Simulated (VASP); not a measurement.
# C (Fd-3m) in VASP: further runs, part 2 of 2

VASP 6.6.1. Earlier steps stand in the parts before.

## (3) Single point, PBEsol-based screened hybrid with 25 % exact exchange

This run uses another cell than the first one, of 5.90 Å³/atom.

POSCAR reads:

```
C
1.0
    0.0000000000      1.8068380860      1.8068380860
    1.8068380860      0.0000000000      1.8068380860
    1.8068380860      1.8068380860      0.0000000000
C
2
Direct
    0.7500000000      0.7500000000      0.7500000000
    0.5000000000      0.5000000000      0.5000000000
```

INCAR.step1 reads:

```
SYSTEM = C
PREC = Accurate
ENCUT = 520
EDIFF = 1E-5
ISMEAR = -1
SIGMA = 0.05
LREAL = .FALSE.
LASPH = .TRUE.
NELM = 100
ALGO = Normal
ISIF = 2
LWAVE = .TRUE.
LCHARG = .FALSE.
NBANDS = 11
GGA = PE
```

INCAR.step2 reads:

```
SYSTEM = C
PREC = Accurate
ENCUT = 520
EDIFF = 1E-6
ISMEAR = -1
SIGMA = 0.05
LREAL = .FALSE.
LASPH = .TRUE.
NELM = 100
ALGO = Normal
ISIF = 2
LWAVE = .FALSE.
LCHARG = .FALSE.
GGA = PS
LHFCALC = .TRUE.
AEXX = 0.25
HFSCREEN = 0.207
PRECFOCK = Normal
NBANDS = 11
ISTART = 1
```

KPOINTS reads:

```
Automatic mesh
0
G
  7 7 7
  0 0 0
```

Potentials or basis: VASP PAW PBE potentials, release 64 (C).

Command:

```
$ cat potpaw_PBE.64/C/POTCAR > POTCAR
$ cp INCAR.step1 INCAR
$ mpirun -np 1 vasp_std > vasp.out
$ cp INCAR.step2 INCAR
$ mpirun -np 1 vasp_std > vasp.out
```

OUTCAR:

```text
SYSTEM = C
   PREC = Accurate
   ENCUT = 520
   EDIFF = 1E-6
   ISMEAR = -1
   LREAL = .FALSE.
   LASPH = .TRUE.
   NELM = 100
   ISIF = 2
   GGA = PS
   LHFCALC = .TRUE.
   AEXX = 0.25
   HFSCREEN = 0.207
   PRECFOCK = Normal
   ISTART = 1

 ion  position               nearest neighbor table
   1  0.750  0.750  0.750-   2 1.56   2 1.56   2 1.56   2 1.56
   2  0.500  0.500  0.500-   1 1.56   1 1.56   1 1.56   1 1.56

  LATTYP: Found a face centered cubic cell.
 ALAT       =     3.6136761720

  Lattice vectors:

 A1 = (   0.0000000000,   1.8068380860,   1.8068380860)
 A2 = (   1.8068380860,   0.0000000000,   1.8068380860)
 A3 = (   1.8068380860,   1.8068380860,   0.0000000000)

Analysis of symmetry for initial positions (statically):
=====================================================================
 Subroutine PRICEL returns:
 Original cell was already a primitive cell.

 Routine SETGRP: Setting up the symmetry group for a
 face centered cubic supercell.

 Subroutine GETGRP returns: Found 48 space group operations
 (whereof 24 operations were pure point group operations)
 out of a pool of 48 trial point group operations.

The static configuration has the point symmetry T_d .
 The point group associated with its full space group is O_h .

Analysis of symmetry for dynamics (positions and initial velocities):
=====================================================================
 Subroutine PRICEL returns:
 Original cell was already a primitive cell.

 Routine SETGRP: Setting up the symmetry group for a
 face centered cubic supercell.

 Subroutine GETGRP returns: Found 48 space group operations
 (whereof 24 operations were pure point group operations)
 out of a pool of 48 trial point group operations.

The dynamic configuration has the point symmetry T_d .
 The point group associated with its full space group is O_h .

 Subroutine INISYM returns: Found 48 space group operations
 (whereof 24 operations are pure point group operations),
 and found     1 'primitive' translations

----------------------------------------------------------------------------------------

                                     Primitive cell

  volume of cell :      11.7974

  direct lattice vectors                    reciprocal lattice vectors
     0.000000000  1.806838086  1.806838086    -0.276726511  0.276726511  0.276726511
     1.806838086  0.000000000  1.806838086     0.276726511 -0.276726511  0.276726511
     1.806838086  1.806838086  0.000000000     0.276726511  0.276726511 -0.276726511

  length of vectors
     2.555254926  2.555254926  2.555254926     0.479304377  0.479304377  0.479304377

  position of ions in fractional coordinates (direct lattice)
     0.750000000  0.750000000  0.750000000
     0.500000000  0.500000000  0.500000000

  ion indices of the primitive-cell ions
   primitive index   ion index
                 1           1
                 2           2

[... 49 lines left out ...]
   number of dos      NEDOS =    301   number of ions     NIONS =      2
   total plane-waves  NPLWV =   8000
   dimension x,y,z NGX =    20 NGY =   20 NGZ =   20
   dimension x,y,z NGXF=    40 NGYF=   40 NGZF=   40
   ions per type =               2
   NGX,Y,Z   is equivalent  to a cutoff of  13.01, 13.01, 13.01 a.u.
   NGXF,Y,Z  is equivalent  to a cutoff of  26.02, 26.02, 26.02 a.u.
 SYSTEM =  C
   PREC   = accura    normal or accurate (medium, high low for compatibility)
   ISTART =      1    job   : 0-new  1-cont  2-samecut
   ICHARG =      0    charge: 1-file 2-atom 10-const
   ISPIN  =      1    spin polarized calculation?
   LNONCOLLINEAR =      F non collinear calculations
   LSORBIT =      F    spin-orbit coupling
   LASPH  =      T    aspherical Exc in radial PAW
   ENCUT  =  520.0 eV  38.22 Ry    6.18 a.u.   4.75  4.75  4.75*2*pi/ulx,y,z
   NELM   =    100;   NELMIN=  2; NELMDL=  0     # of ELM steps
   EDIFF  = 0.1E-05   stopping-criterion for ELM
   LREAL  =      F    real-space projection
   EDIFFG = 0.1E-04   stopping-criterion for IOM
   NSW    =      0    number of steps for IOM
   IBRION =     -1    ionic relax: 0-MD 1-quasi-New 2-CG
   NFREE  =      0    steps in history (QN), initial steepest desc. (CG)
   ISIF   =      2    stress and relaxation
   ISYM   =      3    0-nonsym 1-usesym 2-fastsym
   POTIM  = 0.5000    time-step for ionic-motion
   TEBEG  =    0.0;   TEEND  =   0.0 temperature during run
   PSTRESS=    0.0 pullay stress
   NELECT =       8.0000    total number of electrons
   NUPDOWN=      -1.0000    fix difference up-down
   EMIN   =  10.00;   EMAX   =-10.00  energy-range for DOS
   EFERMI =   0.00;   METHOD = LEGACY
   ISMEAR =    -1;   SIGMA  =   0.05  broadening in eV -4-tet -1-fermi 0-gaus
   EFERMI_NEDOS =   21; number of points for ismear=-14 and -15
   IALGO  =     38    algorithm
   IMIX   =      1    mixing-type and parameters
     AMIX     =   0.40;   BMIX     =  1.00
     AMIX_MAG =   1.60;   BMIX_MAG =  1.00
  volume/ion in A,a.u.               =       5.90        39.81
  Fermi-wavevector in a.u.,A,eV,Ry     =   1.438276  2.717948 28.145530  2.068638
  Thomas-Fermi vector in A             =   2.557261
   LORBIT       =      0    0 simple, 1 ext, 2 COOP (PROOUT), +10 PAW based schemes
   GGA     = PS    functional components
   LHFCALC =     T    Hartree Fock is set to
   PRECFOCK=normal    Normal, Fast or Accurate (Low or Medium for compatibility)
   ENCUT4O =  -1.0   cutoff for four orbital integrals eV
   NKREDX  =     1    reduce k-point grid by
   NKREDY  =     1    reduce k-point grid by
   NKREDZ  =     1    reduce k-point grid by
   AEXX    =    0.2500 exact exchange contribution
   HFSCREEN=    0.2070 screening length (either q_TF or 0.3 A-1)
   HFSCREENC=   0.2070 screening length for correlation (either q_TF or 0.3 A-1)
   ENCUTFOCK=  -1.0 apply spherical cutoff to Coloumb kernel
   IVDW    =     0    specifies the selected vdW correction
   LEPSILON=     F    determine dielectric tensor
   LRPA    =     F    only Hartree local field effects (RPA)
 non-spin polarized calculation
  energy-cutoff  :      520.00
  volume of cell :       11.80
 maximum number of plane-waves:       331
  NGX = 16; NGY = 16; NGZ = 16

 number of electron       8.0000000 magnetization

 Free energy of the ion-electron system (eV)
  ---------------------------------------------------
  ext. energy  EPLUGINS =         0.00000000
  ---------------------------------------------------
  free energy    TOTEN  =       -21.73452119 eV

  energy without entropy =      -21.73452119  energy(sigma->0) =      -21.73452119

 E-fermi :   9.5245     XC(G=0): -10.7737

 val. band max:        8.5330136179   @ k =   0.0000   0.0000   0.0000
 cond. band min:      13.7675619029   @ k =   0.4286   0.4286   0.0000
 fundamental gap:      5.2345482850
 Fermi energy:         9.5244834624

 k-point     1 :       0.0000    0.0000    0.0000
  band No.  band energies     occupation
      1     -14.4621      2.00000
      2       8.5330      2.00000
      3       8.5330      2.00000
      4       8.5330      2.00000
      5      15.3531      0.00000
      6      15.3531      0.00000
      7      15.3531      0.00000
      8      22.9062      0.00000
      9      28.6690      0.00000
     10      36.3591      0.00000
     11      36.3591      0.00000
[... 253 lines left out ...]
 k-point    20 :      -0.2857    0.4286    0.1429
  band No.  band energies     occupation
      1      -5.5729      2.00000
      2      -3.7425      2.00000
      3      -1.0690      2.00000
      4       1.6014      2.00000
      5      17.8246      0.00000
      6      21.6278      0.00000
      7      22.7891      0.00000
      8      23.5850      0.00000
      9      29.2112      0.00000
     10      32.9215      0.00000
     11      37.6399      0.00000

------------------------ aborting loop because EDIFF is reached ----------------------------------------

  FORCE on cell =-STRESS in cart. coord.  units (eV):
  Direction    XX          YY          ZZ          XY          YZ          ZX
  --------------------------------------------------------------------------------------
  -------------------------------------------------------------------------------------
  Total       -2.0245115     -2.0245115     -2.0245115     -0.0000000      0.0000000     -0.0000000
  in kB     -274.9432924   -274.9432924   -274.9432924     -0.0000000      0.0000000     -0.0000000
  external PRESSURE =    -274.9432924 kB  Pullay stress =       0.0000000 kB

 VOLUME and BASIS-vectors are now :
 -----------------------------------------------------------------------------
  energy-cutoff  :      520.00
  volume of cell :       11.80
      direct lattice vectors                 reciprocal lattice vectors
     0.000000000  1.806838086  1.806838086    -0.276726511  0.276726511  0.276726511
     1.806838086  0.000000000  1.806838086     0.276726511 -0.276726511  0.276726511
     1.806838086  1.806838086  0.000000000     0.276726511  0.276726511 -0.276726511

 POSITION                                       TOTAL-FORCE (eV/Angst)
 -----------------------------------------------------------------------------------
      2.71026      2.71026      2.71026         0.000000      0.000000      0.000000
      1.80684      1.80684      1.80684        -0.000000     -0.000000     -0.000000
 -----------------------------------------------------------------------------------
    total drift:                               -0.000000      0.000000     -0.000000

  FREE ENERGIE OF THE ION-ELECTRON SYSTEM (eV)
  ---------------------------------------------------
  free  energy   TOTEN  =       -21.7345211949 eV

  energy  without entropy=      -21.7345211949  energy(sigma->0) =      -21.73452119
```

Wall time 5.9 min (1 thread of AMD EPYC 7R13 (Zen 3), shared host); peak memory 0.19 GiB.

Results:

| Property | Result |
| --- | --- |
| Free energy | -21.7345 eV |
| Pressure | -27.5 GPa |
| Band gap on the k mesh | 5.23 eV (least direct gap 6.82 eV) |

Caveat: the k points lie up to 0.43 Å⁻¹ apart; the PAW data sets were made with another functional, which shifts forces and pressure a little; an odd mesh through Γ misses points on the zone boundary, where band edges can lie.

## (4) Single point, PBEsol-based screened hybrid with 25 % exact exchange

This run uses another cell than the first one, of 6.01 Å³/atom.

POSCAR reads:

```
C
1.0
    0.0000000000      1.8183469191      1.8183469191
    1.8183469191      0.0000000000      1.8183469191
    1.8183469191      1.8183469191      0.0000000000
C
2
Direct
    0.7500000000      0.7500000000      0.7500000000
    0.5000000000      0.5000000000      0.5000000000
```

INCAR.step1 reads:

```
SYSTEM = C
PREC = Accurate
ENCUT = 520
EDIFF = 1E-5
ISMEAR = -1
SIGMA = 0.05
LREAL = .False.
LASPH = .True.
NELM = 100
ALGO = Normal
ISIF = 2
LWAVE = .True.
LCHARG = .False.
GGA = PE
NBANDS = 11
```

INCAR.step2 reads:

```
SYSTEM = C
PREC = Accurate
ENCUT = 520
EDIFF = 1E-7
ISMEAR = -1
SIGMA = 0.05
LREAL = .False.
LASPH = .True.
NELM = 100
ALGO = Normal
ISIF = 2
LWAVE = .False.
LCHARG = .False.
GGA = PS
LHFCALC = .True.
AEXX = 0.25
HFSCREEN = 0.207
PRECFOCK = Normal
ISTART = 1
NBANDS = 11
```

KPOINTS reads:

```
regular mesh
0
Gamma
  7 7 7
  0 0 0
```

Command:

```
$ cat potpaw_PBE.64/C/POTCAR > POTCAR
$ cp INCAR.step1 INCAR
$ mpirun -np 1 vasp_std > vasp.out
$ cp INCAR.step2 INCAR
$ mpirun -np 1 vasp_std > vasp.out
```

Run time: 6.3 min. Hardware: 1 thread of AMD EPYC 7R13 (Zen 3), shared host; peak memory 0.19 GiB.

It converged, with:

```yaml
Free_energy: -21.6910 eV
Pressure: -34.4 GPa
Band_gap_on_the_k_mesh: 5.19 eV (least direct gap 6.76 eV)
```

Levels at points of the mesh, in eV from the valence-band top:
```tsv
k point	band 2	band 3	band 4	band 5	band 6	band 7
(0.00, 0.00, 0.00)	0.00	0.00	0.00	6.76	6.76	6.76
```

Caveat: the k points lie up to 0.43 Å⁻¹ apart; the PAW data sets were made with another functional, which shifts forces and pressure a little; an odd mesh through Γ misses points on the zone boundary, where band edges can lie.

## (5) Single point, LDA

This run uses another cell than the first one, of 5.33 Å³/atom.

INCAR reads:

```
PREC = Accurate
ENCUT = 1300
EDIFF = 1E-6
ISMEAR = 0
SIGMA = 0.05
LREAL = False
LASPH = True
NELM = 120
ALGO = Normal
ISIF = 2
LWAVE = False
LCHARG = True
LELF = True
LVHAR = True
NBANDS = 11
GGA_COMPAT = False
```

KPOINTS reads:

```
Automatic mesh
0
Gamma
  13 13 13
```

POSCAR reads:

```
C
1.0
    0.0000000000      1.7469644787      1.7469644787
    1.7469644787      0.0000000000      1.7469644787
    1.7469644787      1.7469644787      0.0000000000
C
2
Direct
    0.7500000000      0.7500000000      0.7500000000
    0.5000000000      0.5000000000      0.5000000000
```

Potentials or basis: VASP PAW LDA potentials, release 64 (C_h).

Command:

```
$ cat potpaw_LDA.64/C_h/POTCAR > POTCAR
$ mpirun -np 1 vasp_std > vasp.out
```

Wall time 18 s (1 thread of Intel Xeon Platinum 8488C (Sapphire Rapids), shared host); peak memory 0.15 GiB.

Results (log left out):

* Free energy: -20.2478 eV
* Pressure: 17.0 GPa
* Band gap on the k mesh: 4.26 eV (least direct gap 5.72 eV)

Levels at points of the mesh, in eV from the valence-band top:
```csv
k point,band 1,band 2,band 3,band 4,band 5,band 6,band 7,band 8
"(0.00, 0.00, 0.00)",-22.16,0.00,0.00,0.00,5.72,5.72,5.72,14.99
```

Caveat: the cell stands under pressure; an odd mesh through Γ misses points on the zone boundary, where band edges can lie.

## (6) Overview

| level | potentials or basis | cell | k mesh | cutoff (eV) | smearing | grid for exact exchange (PRECFOCK) | share of exact exchange | screening parameter | gap on the mesh (eV) | pressure (GPa) |
| --- | --- | --- | --- | --- | --- | --- | --- | --- | --- | --- |
| r2SCAN50 | VASP PAW PBE potentials, release 64 (C) | a = 2.539 Å, angles 60.0°, 2 atoms | 7 × 7 × 7 | 520 | fermi-dirac 0.05 eV | Normal | 0.5 | - | 8.06 | -25.6 |
| PBEsol-based screened hybrid with 25 % exact exchange | VASP PAW PBE potentials, release 64 (C) | a = 2.555 Å, angles 60.0°, 2 atoms | 7 × 7 × 7 | 520 | fermi-dirac 0.05 eV | Normal | 0.25 | 0.207 1/Å | 5.23 | -27.5 |
| PBEsol-based screened hybrid with 25 % exact exchange | VASP PAW PBE potentials, release 64 (C) | a = 2.572 Å, angles 60.0°, 2 atoms | 7 × 7 × 7 | 520 | fermi-dirac 0.05 eV | Normal | 0.25 | 0.207 1/Å | 5.19 | -34.4 |
| LDA | VASP PAW LDA potentials, release 64 (C_h) | a = 2.471 Å, angles 60.0°, 2 atoms | 13 × 13 × 13 | 1300 | gaussian 0.05 eV | - | - | - | 4.26 | 17.0 |

Alike in all rows: task single point; no spin polarisation.

Caveats: some runs use coarse meshes; an odd mesh through Γ misses points on the zone boundary, where band edges can lie; the PAW data sets were made with another functional, which shifts forces and pressure a little (at least some runs); the cell stands under pressure (at least some runs).

Total energies depend on the potentials used, so only differences within one code and one set of settings carry meaning.
